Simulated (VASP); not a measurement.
# Ti3H2 (P-3m1) in VASP: further runs

The runs below take Ti3H2 through single point, relaxation of cell and atoms, with r2SCAN.

Everything below comes from runs of VASP 6.6.1. Logs are shortened: lines on timing, memory, paths and dates and some standing lists are left out, and cuts for length are marked.

## (1) The cell of the first run

Symmetry: P-3m1, No. 164, trigonal system. The conventional cell has a = 2.930 Å, b = 2.930 Å, c = 7.233 Å, α = 90.00°, β = 90.00°, γ = 120.00°. Ti (site symmetry -3m) has 6 H at 2.07 Å within 2.7 Å. Ti (site symmetry 3m) has 3 H at 2.11 Å and 12 Ti at 2.87 to 2.98 Å within 3.0 Å. Within 2.7 Å of H (site symmetry 3m) lie 6 Ti at 2.07 to 2.11 Å.

## (2) Single point, r2SCAN

POSCAR reads:

```
Ti3H2
1.0
    2.9299376353      0.0000000000      0.0000000000
   -1.4649688176      2.5374004237      0.0000000000
    0.0000000000      0.0000000000      7.2331002193
Ti H
3 2
Direct
    0.0000000000      0.0000000000      0.0000000000
    0.3333333333      0.6666666667      0.6600641693
    0.6666666667      0.3333333333      0.3399358307
    0.3333333333      0.6666666667      0.1655176375
    0.6666666667      0.3333333333      0.8344823625
```

INCAR.step1 reads:

```
PREC = Accurate
ENCUT = 520
ISMEAR = 0
SIGMA = 0.1
LREAL = False
LASPH = True
NELM = 80
NBANDS = 27
GGA = PE
ALGO = Normal
EDIFF = 1E-4
LWAVE = True
LCHARG = False
```

INCAR.step2 reads:

```
PREC = Accurate
ENCUT = 520
EDIFF = 1E-7
ISMEAR = 0
SIGMA = 0.1
LREAL = False
LASPH = True
NELM = 80
ALGO = Normal
ISIF = 2
LWAVE = False
LCHARG = False
METAGGA = R2SCAN
LMIXTAU = True
NBANDS = 27
ISTART = 1
```

KPOINTS reads:

```
Automatic mesh
0
Gamma
  12 12 6
```

Potentials or basis: VASP PAW PBE potentials, release 64 (Ti_sv, H).

On the command line:

```console
$ cat potpaw_PBE.64/Ti_sv/POTCAR potpaw_PBE.64/H/POTCAR > POTCAR
$ cp INCAR.step1 INCAR
$ mpirun -np 1 vasp_std > vasp.out
$ cp INCAR.step2 INCAR
$ mpirun -np 1 vasp_std > vasp.out
```

OUTCAR:

```text
PREC = Accurate
   ENCUT = 520
   EDIFF = 1E-7
   ISMEAR = 0
   LREAL = False
   LASPH = True
   NELM = 80
   ISIF = 2
   METAGGA = R2SCAN
   ISTART = 1

 ion  position               nearest neighbor table
   1  0.000  0.000  0.000-
   2  0.333  0.667  0.660-   3 2.87   3 2.87   3 2.87
   3  0.667  0.333  0.340-   2 2.87   2 2.87   2 2.87
   4  0.333  0.667  0.166-
   5  0.667  0.333  0.834-

  LATTYP: Found a hexagonal cell.
 ALAT       =     2.9299376353
 C/A-ratio  =     2.4686874329

  Lattice vectors:

 A1 = (   2.9299376353,   0.0000000000,   0.0000000000)
 A2 = (  -1.4649688176,   2.5374004237,   0.0000000000)
 A3 = (   0.0000000000,   0.0000000000,   7.2331002193)

Analysis of symmetry for initial positions (statically):
=====================================================================
 Subroutine PRICEL returns:
 Original cell was already a primitive cell.

 Routine SETGRP: Setting up the symmetry group for a
 hexagonal supercell.

 Subroutine GETGRP returns: Found 12 space group operations
 (whereof 12 operations were pure point group operations)
 out of a pool of 24 trial point group operations.

The static configuration has the point symmetry D_3d.

Analysis of symmetry for dynamics (positions and initial velocities):
=====================================================================
 Subroutine PRICEL returns:
 Original cell was already a primitive cell.

 Routine SETGRP: Setting up the symmetry group for a
 hexagonal supercell.

 Subroutine GETGRP returns: Found 12 space group operations
 (whereof 12 operations were pure point group operations)
 out of a pool of 24 trial point group operations.

The dynamic configuration has the point symmetry D_3d.

 Subroutine INISYM returns: Found 12 space group operations
 (whereof 12 operations are pure point group operations),
 and found     1 'primitive' translations

----------------------------------------------------------------------------------------

                                     Primitive cell

  volume of cell :      53.7739

  direct lattice vectors                    reciprocal lattice vectors
     2.929937635  0.000000000  0.000000000     0.341304193  0.197052068  0.000000000
    -1.464968818  2.537400424  0.000000000     0.000000000  0.394104135  0.000000000
     0.000000000  0.000000000  7.233100219     0.000000000  0.000000000  0.138253304

  length of vectors
     2.929937635  2.929937635  7.233100219     0.394104135  0.394104135  0.138253304

  position of ions in fractional coordinates (direct lattice)
     0.000000000  0.000000000  0.000000000
     0.333333333  0.666666667  0.660064169
     0.666666667  0.333333333  0.339935831
     0.333333333  0.666666667  0.165517638
     0.666666667  0.333333333  0.834482362

  ion indices of the primitive-cell ions
   primitive index   ion index
                 1           1
                 2           2
                 3           3
                 4           4
                 5           5

----------------------------------------------------------------------------------------

 KPOINTS: Automatic mesh

Automatic generation of k-mesh.
 Grid dimensions read from file:
 generate k-points for:   12   12    6

 Generating k-lattice:

  Cartesian coordinates                     Fractional coordinates (reciprocal lattice)
     0.028442016  0.016421006  0.000000000     0.083333333 -0.000000000  0.000000000
     0.000000000  0.032842011  0.000000000     0.000000000  0.083333333  0.000000000
     0.000000000  0.000000000  0.023042217     0.000000000  0.000000000  0.166666667

  Length of vectors
     0.032842011  0.032842011  0.023042217

  Shift w.r.t. Gamma in fractional coordinates (k-lattice)
     0.000000000  0.000000000  0.000000000

 Subroutine IBZKPT returns following result:
 ===========================================

 Found    100 irreducible k-points:

 Following reciprocal coordinates:
            Coordinates               Weight
  0.000000  0.000000  0.000000      1.000000
  0.083333  0.000000  0.000000      6.000000
  0.166667  0.000000  0.000000      6.000000
  0.250000  0.000000  0.000000      6.000000
  0.333333  0.000000  0.000000      6.000000
  0.416667  0.000000  0.000000      6.000000
[... 16 lines left out ...]
  0.166667  0.000000  0.166667      6.000000
  0.000000  0.166667  0.166667      6.000000
 [... further k-points ...]
   k-points           NKPTS =    100   k-points in BZ     NKDIM =    100   number of bands    NBANDS=     27
   number of dos      NEDOS =    301   number of ions     NIONS =      5
   total plane-waves  NPLWV =  31104
   dimension x,y,z NGX =    24 NGY =   24 NGZ =   54
   dimension x,y,z NGXF=    48 NGYF=   48 NGZF=  108
   ions per type =               3   2
   NGX,Y,Z   is equivalent  to a cutoff of  13.62, 13.62, 12.41 a.u.
   NGXF,Y,Z  is equivalent  to a cutoff of  27.24, 27.24, 24.82 a.u.
 SYSTEM =  unknown system
   PREC   = accura    normal or accurate (medium, high low for compatibility)
   ISTART =      1    job   : 0-new  1-cont  2-samecut
   ICHARG =      0    charge: 1-file 2-atom 10-const
   ISPIN  =      1    spin polarized calculation?
   LNONCOLLINEAR =      F non collinear calculations
   LSORBIT =      F    spin-orbit coupling
   LASPH  =      T    aspherical Exc in radial PAW
   ENCUT  =  520.0 eV  38.22 Ry    6.18 a.u.   5.45  5.45 13.45*2*pi/ulx,y,z
   NELM   =     80;   NELMIN=  2; NELMDL=  0     # of ELM steps
   EDIFF  = 0.1E-06   stopping-criterion for ELM
   LREAL  =      F    real-space projection
   EDIFFG = 0.1E-05   stopping-criterion for IOM
   NSW    =      0    number of steps for IOM
   IBRION =     -1    ionic relax: 0-MD 1-quasi-New 2-CG
   NFREE  =      0    steps in history (QN), initial steepest desc. (CG)
   ISIF   =      2    stress and relaxation
   ISYM   =      2    0-nonsym 1-usesym 2-fastsym
   POTIM  = 0.5000    time-step for ionic-motion
   TEBEG  =    0.0;   TEEND  =   0.0 temperature during run
   PSTRESS=    0.0 pullay stress
   NELECT =      38.0000    total number of electrons
   NUPDOWN=      -1.0000    fix difference up-down
   EMIN   =  10.00;   EMAX   =-10.00  energy-range for DOS
   EFERMI =   0.00;   METHOD = LEGACY
   ISMEAR =     0;   SIGMA  =   0.10  broadening in eV -4-tet -1-fermi 0-gaus
   EFERMI_NEDOS =   21; number of points for ismear=-14 and -15
   IALGO  =     38    algorithm
   IMIX   =      4    mixing-type and parameters
     AMIX     =   0.40;   BMIX     =  1.00
     AMIX_MAG =   1.60;   BMIX_MAG =  1.00
  volume/ion in A,a.u.               =      10.75        72.58
  Fermi-wavevector in a.u.,A,eV,Ry     =   1.458183  2.755567 28.930042  2.126298
  Thomas-Fermi vector in A             =   2.574897
   LORBIT       =      0    0 simple, 1 ext, 2 COOP (PROOUT), +10 PAW based schemes
   METAGGA = R2SCAN    functional components
   LHFCALC =     F    Hartree Fock is set to
   AEXX    =    0.0000 exact exchange contribution
   IVDW    =     0    specifies the selected vdW correction
   LEPSILON=     F    determine dielectric tensor
   LRPA    =     F    only Hartree local field effects (RPA)
 non-spin polarized calculation
 Gauss-broadening in eV      SIGMA  =   0.10
  energy-cutoff  :      520.00
  volume of cell :       53.77
 maximum number of plane-waves:      1515
 NGX is ok and might be reduce to    24
   NGX = 11   NGY = 11   NGZ = 27

 number of electron      37.9999991 magnetization

 Free energy of the ion-electron system (eV)
  ---------------------------------------------------
  ext. energy  EPLUGINS =         0.00000000
  ---------------------------------------------------
  free energy    TOTEN  =       -47.18435997 eV

  energy without entropy =      -47.15707089  energy(sigma->0) =      -47.17071543

 E-fermi :   8.6719     XC(G=0): -12.6957

 val. band max:        8.6684529255   @ k =   0.5000   0.0000   0.0000
 cond. band min:       8.6744240526   @ k =   0.3333   0.1667   0.5000
 fundamental gap:      0.0059711270
 Fermi energy:         8.6718781289

 k-point     1 :       0.0000    0.0000    0.0000
  band No.  band energies     occupation
      1     -50.3914      2.00000
      2     -50.3093      2.00000
      3     -50.2968      2.00000
      4     -25.7731      2.00000
      5     -25.7297      2.00000
      6     -25.3099      2.00000
[... 19 lines left out ...]
     26      11.3071      0.00000
     27      11.6232      0.00000

 k-point     2 :       0.0833    0.0000    0.0000
  band No.  band energies     occupation
      1     -50.3842      2.00000
      2     -50.3045      2.00000
      3     -50.2927      2.00000
      4     -25.7658      2.00000
      5     -25.7238      2.00000
      6     -25.3491      2.00000
[... 19 lines left out ...]
     26      11.2997      0.00000
     27      11.3817      0.00000

 k-point     3 :       0.1667    0.0000    0.0000
  band No.  band energies     occupation
      1     -50.3645      2.00000
      2     -50.2916      2.00000
      3     -50.2815      2.00000
      4     -25.7497      2.00000
      5     -25.7120      2.00000
      6     -25.4378      2.00000
[... 19 lines left out ...]
     26      11.0840      0.00000
     27      11.3327      0.00000

 k-point     4 :       0.2500    0.0000    0.0000
  band No.  band energies     occupation
      1     -50.3364      2.00000
      2     -50.2748      2.00000
      3     -50.2663      2.00000
      4     -25.7487      2.00000
      5     -25.7159      2.00000
      6     -25.5493      2.00000
[... 19 lines left out ...]
     26      11.0540      0.00000
     27      11.5347      0.00000
[... 516 lines left out ...]
      4     -25.8282      2.00000
      5     -25.6428      2.00000
      6     -25.3419      2.00000
[... 19 lines left out ...]
     26      11.0485      0.00000
     27      11.3741      0.00000

 k-point    23 :       0.1667    0.0000    0.1667
  band No.  band energies     occupation
      1     -50.3619      2.00000
      2     -50.3029      2.00000
      3     -50.2728      2.00000
      4     -25.7921      2.00000
      5     -25.6514      2.00000
      6     -25.4493      2.00000
[... 19 lines left out ...]
     26      11.1456      0.00000
     27      11.2149      0.00000

 k-point    24 :       0.0000    0.1667    0.1667
  band No.  band energies     occupation
      1     -50.3615      2.00000
      2     -50.3042      2.00000
      3     -50.2719      2.00000
      4     -25.8016      2.00000
      5     -25.6506      2.00000
      6     -25.4232      2.00000
[... 19 lines left out ...]
     26      10.6858      0.00000
     27      11.4675      0.00000

 [... further k-points ...]

------------------------ aborting loop because EDIFF is reached ----------------------------------------

  FORCE on cell =-STRESS in cart. coord.  units (eV):
  Direction    XX          YY          ZZ          XY          YZ          ZX
  --------------------------------------------------------------------------------------
  -------------------------------------------------------------------------------------
  Total        0.1899542      0.1899542      0.1763979      0.0000000      0.0000000     -0.0000000
  in kB        5.6596244      5.6596244      5.2557174      0.0000000      0.0000000     -0.0000000
  external PRESSURE =       5.5249888 kB  Pullay stress =       0.0000000 kB

 VOLUME and BASIS-vectors are now :
 -----------------------------------------------------------------------------
  energy-cutoff  :      520.00
  volume of cell :       53.77
      direct lattice vectors                 reciprocal lattice vectors
     2.929937635  0.000000000  0.000000000     0.341304193  0.197052068  0.000000000
    -1.464968818  2.537400424  0.000000000     0.000000000  0.394104135  0.000000000
     0.000000000  0.000000000  7.233100219     0.000000000  0.000000000  0.138253304

 POSITION                                       TOTAL-FORCE (eV/Angst)
 -----------------------------------------------------------------------------------
      0.00000      0.00000      0.00000         0.000000      0.000000     -0.000000
     -0.00000      1.69160      4.77431         0.000000      0.000000     -0.012307
      1.46497      0.84580      2.45879        -0.000000      0.000000      0.012307
     -0.00000      1.69160      1.19721         0.000000      0.000000      0.001318
      1.46497      0.84580      6.03589         0.000000     -0.000000     -0.001318
 -----------------------------------------------------------------------------------
    total drift:                                0.000000     -0.000000      0.000000

  FREE ENERGIE OF THE ION-ELECTRON SYSTEM (eV)
  ---------------------------------------------------
  free  energy   TOTEN  =       -47.1843599655 eV

  energy  without entropy=      -47.1570708949  energy(sigma->0) =      -47.17071543
```

Run time: 8.7 min. Hardware: 1 thread of AMD EPYC 9R45 (Zen 5), shared host; peak memory 0.23 GiB.

What came out:

| Property | Result |
| --- | --- |
| Free energy | -47.1844 eV |
| Pressure | 0.6 GPa |
| Largest force | 0.012 eV/Å |
| Band gap on the k mesh | zero (bands 19 and 20 overlap by 1.08 eV) |

Forces in eV/Å, atoms in the order of the input:
```
Ti   0.000  0.000  0.000
Ti   0.000  0.000 -0.012
Ti   0.000  0.000  0.012
H    0.000  0.000  0.001
H    0.000  0.000 -0.001
```

Levels at points of the mesh, in eV from the Fermi level:
```
           k point  band 17  band 18  band 19  band 20  band 21  band 22
(0.00, 0.00, 0.00)    -0.66     0.76     0.76     0.82     0.88     0.88
(0.50, 0.00, 0.00)    -1.94    -1.16     0.00     0.36     1.20     1.27
(0.00, 0.00, 0.50)    -0.06     0.52     0.62     0.62     1.06     1.06
(0.50, 0.00, 0.50)    -1.66    -1.19     0.22     0.37     0.65     0.95
```

Caveat: the PAW data sets were made with another functional, which shifts forces and pressure a little.

## (3) Relaxation of cell and atoms, r2SCAN

This run uses another cell than the first one, of 10.90 Å³/atom.

POSCAR reads:

```
Ti3H2
1.0
    3.4325184011      0.0000000000      0.0000000000
   -1.7162592005      2.9726481343      0.0000000000
    0.0000000000      0.0000000000      5.3404410656
Ti H
3 2
Direct
    0.0000000000      0.0000000000      0.0000000000
    0.3333333333      0.6666666667      0.6450000000
    0.6666666667      0.3333333333      0.3550000000
    0.3333333333      0.6666666667      0.2450000000
    0.6666666667      0.3333333333      0.7550000000
```

INCAR.step1 reads:

```
  ALGO = Normal
  EDIFF = 1E-4
  ENCUT = 600
  GGA = PE
  ISMEAR = 0
  LASPH = T
  LCHARG = F
  LREAL = F
  LWAVE = T
  NELM = 60
  PREC = Accurate
  SIGMA = 0.1
```

INCAR.step2 reads:

```
  ALGO = Normal
  EDIFF = 1E-6
  EDIFFG = -0.04
  ENCUT = 600
  IBRION = 2
  ISIF = 3
  ISMEAR = 0
  ISTART = 1
  LASPH = T
  LCHARG = F
  LMIXTAU = T
  LREAL = F
  LWAVE = F
  METAGGA = R2SCAN
  NELM = 60
  NSW = 90
  PREC = Accurate
  SIGMA = 0.1
```

KPOINTS reads:

```
k-points
0
Gamma
  6 6 4
```

Potentials or basis: VASP PAW PBE potentials, release 64 (Ti_sv, H).

On the command line:

```console
$ cat potpaw_PBE.64/Ti_sv/POTCAR potpaw_PBE.64/H/POTCAR > POTCAR
$ cp INCAR.step1 INCAR
$ mpirun -np 1 vasp_std > vasp.out
$ cp INCAR.step2 INCAR
$ mpirun -np 1 vasp_std > vasp.out
```

Run time: 32 min. Hardware: 1 thread of AMD EPYC 9R45 (Zen 5), shared host; peak memory 0.2 GiB.

Results (log left out):

```
Free energy                           : -47.1822 eV
Relaxed volume                        : 10.79 Å³/atom
Relaxed cell                          : a = 2.939 Å, b = 2.939 Å, c = 7.216 Å, α = 90.00°, β = 90.00°, γ = 120.00°
Space group after relaxing (to 0.1 Å) : P-3m1 (No. 164)
Energy gained by relaxing             : 451.5 meV/atom
Ionic steps                           : 21
Pressure after relaxing               : -0.2 GPa
Band gap on the k mesh                : zero (bands 19 and 20 overlap by 1.07 eV)
```

Stress tensor (GPa, compression positive):
```
-0.35  0.00  0.00
 0.00 -0.35  0.00
 0.00  0.00  0.03
```

Step by step:
| step | energy change (eV) | largest force (eV/Å) | pressure (GPa) | volume (Å³) |
| --- | --- | --- | --- | --- |
| 1 | 0.0000 | 1.4138 | 2.09 | 54.49 |
| 2 | -0.4199 | 0.2122 | -1.34 | 55.53 |
| 3 | -0.6196 | 0.6102 | -2.51 | 56.37 |
| 4 | -0.7066 | 1.6065 | -0.04 | 57.59 |
| 5 | -1.2001 | 1.4313 | -0.11 | 58.32 |
| 6 | -1.2688 | 1.3311 | -0.05 | 58.45 |
| 7 | -1.2764 | 1.3087 | 0.06 | 58.48 |
| 8 | -1.5251 | 0.6939 | -3.67 | 58.63 |
| 9 | -1.6461 | 0.6769 | -6.71 | 58.80 |
| 10 | -1.7610 | 0.8011 | -1.52 | 55.82 |
| 11 | -1.7666 | 0.9822 | 0.00 | 55.10 |
| 12 | -1.8853 | 0.8127 | 1.80 | 54.11 |
| 13 | -1.9976 | 0.7704 | 6.56 | 52.07 |
| 14 | -2.0920 | 0.6172 | 3.43 | 52.97 |
| 15 | -2.1850 | 0.2863 | -2.45 | 55.03 |
| 16 | -2.1859 | 0.2695 | -2.95 | 55.24 |
| 17 | -2.2326 | 0.2134 | -1.77 | 54.64 |
| 18 | -2.2559 | 0.1244 | 0.04 | 53.88 |
| 19 | -2.2560 | 0.1177 | 0.17 | 53.83 |
| 20 | -2.2571 | 0.0632 | 0.00 | 53.89 |
| 21 | -2.2576 | 0.0014 | -0.22 | 53.97 |

Final structure:
```
CELL_PARAMETERS angstrom
2.93866 0.00000 0.00000
-1.46933 2.54495 0.00000
0.00000 0.00000 7.21583
ATOMIC_POSITIONS crystal
Ti 0.00000 0.00000 0.00000
Ti 0.33333 0.66667 0.66099
Ti 0.66667 0.33333 0.33901
H 0.33333 0.66667 0.16494
H 0.66667 0.33333 0.83506
```

Levels at points of the mesh, in eV from the Fermi level:
| k point | band 16 | band 17 | band 18 | band 19 | band 20 | band 21 | band 22 | band 23 |
| --- | --- | --- | --- | --- | --- | --- | --- | --- |
| (0.00, 0.00, 0.00) | -1.56 | -0.68 | 0.73 | 0.73 | 0.80 | 0.82 | 0.82 | 0.91 |
| (0.50, 0.00, 0.00) | -2.16 | -1.96 | -1.18 | -0.01 | 0.31 | 1.13 | 1.23 | 1.92 |
| (0.00, 0.00, 0.50) | -2.79 | -0.04 | 0.47 | 0.57 | 0.57 | 1.01 | 1.01 | 1.03 |
| (0.50, 0.00, 0.50) | -1.75 | -1.68 | -1.22 | 0.18 | 0.37 | 0.59 | 0.90 | 2.63 |

Caveat: a cell axis changed by over 15 % at a fixed basis, so the end point is rough; the PAW data sets were made with another functional, which shifts forces and pressure a little.
